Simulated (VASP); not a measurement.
# Sn (Immm) in VASP: a series of runs

The runs below take Sn through single point, with PBEsol, PBE.

Everything below comes from runs of VASP 6.6.1. Logs are shortened: lines on timing, memory, paths and dates and some standing lists are left out, and cuts for length are marked.

**1. The cell of the first run**

The structure is orthorhombic, space group Immm (No. 71). Conventional cell: a = 3.453 Å, b = 3.551 Å, c = 4.677 Å, α = 90.00°, β = 90.00°, γ = 90.00°. Sn (site symmetry mmm) has 12 Sn at 3.41 to 3.55 Å within 4.5 Å.

**2. Single point, PBEsol**

INCAR

```
PREC = Accurate
ENCUT = 520
EDIFF = 1E-6
ISMEAR = 1
SIGMA = 0.1
LREAL = False
LASPH = True
NELM = 100
ALGO = Fast
ISIF = 2
LWAVE = False
LCHARG = False
GGA = PS
NBANDS = 13
```

KPOINTS

```
Automatic mesh
0
Gamma
  17 17 17
```

POSCAR

```
Sn
1.0
   -1.7265390000      1.7755470000      2.3383420000
    1.7265390000     -1.7755470000      2.3383420000
    1.7265390000      1.7755470000     -2.3383420000
Sn
1
Direct
    0.0000000000      0.0000000000      0.0000000000
```

Potentials or basis: VASP PAW PBE potentials, release 64 (Sn_d).

Run with:

```console
$ cat potpaw_PBE.64/Sn_d/POTCAR > POTCAR
$ mpirun -np 1 vasp_std > vasp.out
```

OUTCAR:

```text
PREC = Accurate
   ENCUT = 520
   EDIFF = 1E-6
   ISMEAR = 1
   LREAL = False
   LASPH = True
   NELM = 100
   ISIF = 2
   GGA = PS

 ion  position               nearest neighbor table
   1  0.000  0.000  0.000-

  LATTYP: Found a body centered orthorhombic cell.
 ALAT       =     3.4530780000
 B/A-ratio  =     1.0283851103
 C/A-ratio  =     1.3543522620

  Lattice vectors:

 A1 = (  -1.7265390000,   1.7755470000,   2.3383420000)
 A2 = (   1.7265390000,  -1.7755470000,   2.3383420000)
 A3 = (   1.7265390000,   1.7755470000,  -2.3383420000)

Analysis of symmetry for initial positions (statically):
=====================================================================
 Subroutine PRICEL returns:
 Original cell was already a primitive cell.

 Routine SETGRP: Setting up the symmetry group for a
 body centered orthorhombic supercell.

 Subroutine GETGRP returns: Found  8 space group operations
 (whereof  8 operations were pure point group operations)
 out of a pool of  8 trial point group operations.

The static configuration has the point symmetry D_2h.

Analysis of symmetry for dynamics (positions and initial velocities):
=====================================================================
 Subroutine PRICEL returns:
 Original cell was already a primitive cell.

 Routine SETGRP: Setting up the symmetry group for a
 body centered orthorhombic supercell.

 Subroutine GETGRP returns: Found  8 space group operations
 (whereof  8 operations were pure point group operations)
 out of a pool of  8 trial point group operations.

The dynamic configuration has the point symmetry D_2h.

 Subroutine INISYM returns: Found  8 space group operations
 (whereof  8 operations are pure point group operations),
 and found     1 'primitive' translations

----------------------------------------------------------------------------------------

                                     Primitive cell

  volume of cell :      28.6732

  direct lattice vectors                    reciprocal lattice vectors
    -1.726539000  1.775547000  2.338342000     0.000000000  0.281603359  0.213826720
     1.726539000 -1.775547000  2.338342000     0.289596702  0.000000000  0.213826720
     1.726539000  1.775547000 -2.338342000     0.289596702  0.281603359  0.000000000

  length of vectors
     3.406075069  3.406075069  3.406075069     0.353584952  0.359983494  0.403938983

  position of ions in fractional coordinates (direct lattice)
     0.000000000  0.000000000  0.000000000

  ion indices of the primitive-cell ions
   primitive index   ion index
                 1           1

----------------------------------------------------------------------------------------

 KPOINTS: Automatic mesh

Automatic generation of k-mesh.
 Grid dimensions read from file:
 generate k-points for:   17   17   17

 Generating k-lattice:

  Cartesian coordinates                     Fractional coordinates (reciprocal lattice)
     0.000000000  0.016564903  0.012578042     0.058823529 -0.000000000  0.000000000
     0.017035100  0.000000000  0.012578042     0.000000000  0.058823529  0.000000000
     0.017035100  0.016564903  0.000000000     0.000000000 -0.000000000  0.058823529

  Length of vectors
     0.020799115  0.021175500  0.023761117

  Shift w.r.t. Gamma in fractional coordinates (k-lattice)
     0.000000000  0.000000000  0.000000000

 Subroutine IBZKPT returns following result:
 ===========================================

 Found    729 irreducible k-points:

 Following reciprocal coordinates:
            Coordinates               Weight
  0.000000  0.000000  0.000000      1.000000
  0.058824  0.000000 -0.000000      4.000000
  0.117647 -0.000000  0.000000      4.000000
  0.176471 -0.000000  0.000000      4.000000
  0.235294 -0.000000  0.000000      4.000000
  0.294118  0.000000  0.000000      4.000000
[... 16 lines left out ...]
 -0.235294  0.058824 -0.000000      8.000000
 -0.176471  0.058824 -0.000000      8.000000
 [... further k-points ...]
   k-points           NKPTS =    729   k-points in BZ     NKDIM =    729   number of bands    NBANDS=     13
   number of dos      NEDOS =    301   number of ions     NIONS =      1
   total plane-waves  NPLWV =  21952
   dimension x,y,z NGX =    28 NGY =   28 NGZ =   28
   dimension x,y,z NGXF=    56 NGYF=   56 NGZF=   56
   ions per type =               1
   NGX,Y,Z   is equivalent  to a cutoff of  13.67, 13.67, 13.67 a.u.
   NGXF,Y,Z  is equivalent  to a cutoff of  27.33, 27.33, 27.33 a.u.
 SYSTEM =  unknown system
   PREC   = accura    normal or accurate (medium, high low for compatibility)
   ISTART =      0    job   : 0-new  1-cont  2-samecut
   ICHARG =      2    charge: 1-file 2-atom 10-const
   ISPIN  =      1    spin polarized calculation?
   LNONCOLLINEAR =      F non collinear calculations
   LSORBIT =      F    spin-orbit coupling
   LASPH  =      T    aspherical Exc in radial PAW
   ENCUT  =  520.0 eV  38.22 Ry    6.18 a.u.   6.33  6.33  6.33*2*pi/ulx,y,z
   NELM   =    100;   NELMIN=  2; NELMDL= -5     # of ELM steps
   EDIFF  = 0.1E-05   stopping-criterion for ELM
   LREAL  =      F    real-space projection
   EDIFFG = 0.1E-04   stopping-criterion for IOM
   NSW    =      0    number of steps for IOM
   IBRION =     -1    ionic relax: 0-MD 1-quasi-New 2-CG
   NFREE  =      0    steps in history (QN), initial steepest desc. (CG)
   ISIF   =      2    stress and relaxation
   ISYM   =      2    0-nonsym 1-usesym 2-fastsym
   POTIM  = 0.5000    time-step for ionic-motion
   TEBEG  =    0.0;   TEEND  =   0.0 temperature during run
   PSTRESS=    0.0 pullay stress
   NELECT =      14.0000    total number of electrons
   NUPDOWN=      -1.0000    fix difference up-down
   EMIN   =  10.00;   EMAX   =-10.00  energy-range for DOS
   EFERMI =   0.00;   METHOD = LEGACY
   ISMEAR =     1;   SIGMA  =   0.10  broadening in eV -4-tet -1-fermi 0-gaus
   EFERMI_NEDOS =   21; number of points for ismear=-14 and -15
   IALGO  =     68    algorithm
   IMIX   =      4    mixing-type and parameters
     AMIX     =   0.40;   BMIX     =  1.00
     AMIX_MAG =   1.60;   BMIX_MAG =  1.00
  volume/ion in A,a.u.               =      28.67       193.50
  Fermi-wavevector in a.u.,A,eV,Ry     =   1.289116  2.436076 22.610433  1.661820
  Thomas-Fermi vector in A             =   2.421028
   LORBIT       =      0    0 simple, 1 ext, 2 COOP (PROOUT), +10 PAW based schemes
   GGA     = PS    functional components
   LHFCALC =     F    Hartree Fock is set to
   AEXX    =    0.0000 exact exchange contribution
   IVDW    =     0    specifies the selected vdW correction
   LEPSILON=     F    determine dielectric tensor
   LRPA    =     F    only Hartree local field effects (RPA)
 non-spin polarized calculation
 RMM-DIIS sequential band-by-band and
 Methfessel and Paxton  Order N= 1 SIGMA  =   0.10
  energy-cutoff  :      520.00
  volume of cell :       28.67
 maximum number of plane-waves:       793
 NGX is ok and might be reduce to    28
   NGX = 13   NGY = 13   NGZ = 13

 number of electron      13.9999998 magnetization

 Free energy of the ion-electron system (eV)
  ---------------------------------------------------
  ext. energy  EPLUGINS =         0.00000000
  ---------------------------------------------------
  free energy    TOTEN  =        -4.20858484 eV

  energy without entropy =       -4.20898839  energy(sigma->0) =       -4.20871936

 E-fermi :   7.3471     XC(G=0): -10.2538

 val. band max:        7.3304467556   @ k =  -0.4706  -0.2941   0.0588
 cond. band min:       7.3497516384   @ k =  -0.2941  -0.0588   0.0588
 fundamental gap:      0.0193048828
 Fermi energy:         7.3470579190

 k-point     1 :       0.0000    0.0000    0.0000
  band No.  band energies     occupation
      1     -14.1000      2.00000
      2     -14.0859      2.00000
      3     -14.0668      2.00000
      4     -14.0373      2.00000
      5     -14.0006      2.00000
      6      -3.4237      2.00000
      7      14.3642      0.00000
      8      14.5101      0.00000
      9      14.9106      0.00000
     10      17.9755      0.00000
     11      18.4894      0.00000
     12      18.9885      0.00000
     13      19.1564      0.00000

 k-point     2 :       0.0588    0.0000   -0.0000
  band No.  band energies     occupation
      1     -14.0984      2.00000
      2     -14.0834      2.00000
      3     -14.0663      2.00000
      4     -14.0367      2.00000
      5     -14.0010      2.00000
      6      -3.3570      2.00000
      7      13.6355      0.00000
      8      14.3949      0.00000
      9      14.7739      0.00000
     10      17.5299      0.00000
     11      18.8815      0.00000
     12      19.3450      0.00000
     13      19.8648      0.00000

 k-point     3 :       0.1176   -0.0000    0.0000
  band No.  band energies     occupation
      1     -14.0941      2.00000
      2     -14.0777      2.00000
      3     -14.0648      2.00000
      4     -14.0336      2.00000
      5     -14.0016      2.00000
      6      -3.1566      2.00000
      7      12.0304      0.00000
      8      14.2300      0.00000
      9      14.4338      0.00000
     10      17.2175      0.00000
     11      19.2757      0.00000
     12      19.7148      0.00000
     13      20.7052      0.00000
[... 305 lines left out ...]
 k-point    23 :      -0.2353    0.0588   -0.0000
  band No.  band energies     occupation
      1     -14.0914      2.00000
      2     -14.0699      2.00000
      3     -14.0571      2.00000
      4     -14.0195      2.00000
      5     -13.9935      2.00000
      6      -2.4828      2.00000
      7       9.1874     -0.00000
      8      13.1708      0.00000
      9      13.6894      0.00000
     10      16.9716      0.00000
     11      18.3003      0.00000
     12      20.0071      0.00000
     13      20.4780      0.00000

 k-point    24 :      -0.1765    0.0588   -0.0000
  band No.  band energies     occupation
      1     -14.0958      2.00000
      2     -14.0709      2.00000
      3     -14.0580      2.00000
      4     -14.0324      2.00000
      5     -13.9980      2.00000
      6      -2.9001      2.00000
      7      10.9394      0.00000
      8      13.4567      0.00000
      9      14.0810      0.00000
     10      17.0904      0.00000
     11      18.7592      0.00000
     12      19.8735      0.00000
     13      20.3645      0.00000

 [... further k-points ...]
[... 5 lines left out ...]
  --------------------------------------------------------------------------------------
  -------------------------------------------------------------------------------------
  Total       -0.6458334     -0.7399371     -0.6205879      0.0000000      0.0000000      0.0000000
  in kB      -36.0873106    -41.3455532    -34.6766624      0.0000000      0.0000000      0.0000000
  external PRESSURE =     -37.3698421 kB  Pullay stress =       0.0000000 kB

 VOLUME and BASIS-vectors are now :
 -----------------------------------------------------------------------------
  energy-cutoff  :      520.00
  volume of cell :       28.67
      direct lattice vectors                 reciprocal lattice vectors
    -1.726539000  1.775547000  2.338342000     0.000000000  0.281603359  0.213826720
     1.726539000 -1.775547000  2.338342000     0.289596702  0.000000000  0.213826720
     1.726539000  1.775547000 -2.338342000     0.289596702  0.281603359  0.000000000

 POSITION                                       TOTAL-FORCE (eV/Angst)
 -----------------------------------------------------------------------------------
      0.00000      0.00000      0.00000         0.000000     -0.000000     -0.000000
 -----------------------------------------------------------------------------------
    total drift:                               -0.000000     -0.000000     -0.000000

  FREE ENERGIE OF THE ION-ELECTRON SYSTEM (eV)
  ---------------------------------------------------
  free  energy   TOTEN  =        -4.2085848383 eV

  energy  without entropy=       -4.2089883936  energy(sigma->0) =       -4.20871936
```

Run time: 1.9 min. Hardware: 1 thread of Intel Xeon 6975P-C (Granite Rapids), shared host; peak memory 0.36 GiB.

Results:

```yaml
Free_energy: -4.2086 eV
Pressure: -3.7 GPa
Band_gap_on_the_k_mesh: zero (band 7 reaches 14.36 eV, above the bottom of band 8 at 5.42 eV)
```

Levels at points of the mesh, in eV from the Fermi level:
| k point | band 4 | band 5 | band 6 | band 7 | band 8 | band 9 | band 10 | band 11 |
| --- | --- | --- | --- | --- | --- | --- | --- | --- |
| (0.00, 0.00, 0.00) | -21.38 | -21.35 | -10.77 | 7.02 | 7.16 | 7.56 | 10.63 | 11.14 |

Caveat: the PAW data sets were made with another functional, which shifts forces and pressure a little; spin-orbit coupling is left out, which moves the levels of the heavy elements.

**3. Single point, PBE, non-collinear spin, zero start, spin-orbit coupling**

INCAR

```
SYSTEM = Sn
ALGO = Fast
EDIFF = 1E-7
ENCUT = 520
GGA = PE
GGA_COMPAT = .FALSE.
ISIF = 2
ISMEAR = -1
LASPH = .TRUE.
LCHARG = .FALSE.
LNONCOLLINEAR = .TRUE.
LORBIT = 11
LORBMOM = .TRUE.
LREAL = .FALSE.
LSORBIT = .TRUE.
LWAVE = .FALSE.
MAGMOM = 0 0 0
NBANDS = 25
NELM = 150
PREC = Accurate
SIGMA = 0.1
```

KPOINTS

```
k-points
0
G
  9 9 9
  0 0 0
```

POSCAR is that of step 2.

Potentials or basis: VASP PAW PBE potentials, release 64 (Sn_d).

Run with:

```console
$ cat potpaw_PBE.64/Sn_d/POTCAR > POTCAR
$ mpirun -np 1 vasp_ncl > vasp.out
```

Wall time 2.2 min (1 thread of Intel Xeon 6975P-C (Granite Rapids), shared host); peak memory 0.32 GiB.

Results (log left out):

| Item | Value |
| --- | --- |
| Free energy | -3.8511 eV |
| Pressure | -0.9 GPa |
| Net moment | 0.00 μB per cell |
| Valence electrons inside the program's atomic spheres | Sn 12.12 |

Stress tensor (GPa, compression positive):
```
-0.96  0.00  0.00
 0.00 -1.71  0.00
 0.00  0.00 -0.06
```

Moments on the atoms (μB; x, y, z):
```
Sn  0.00 0.00 0.00
```
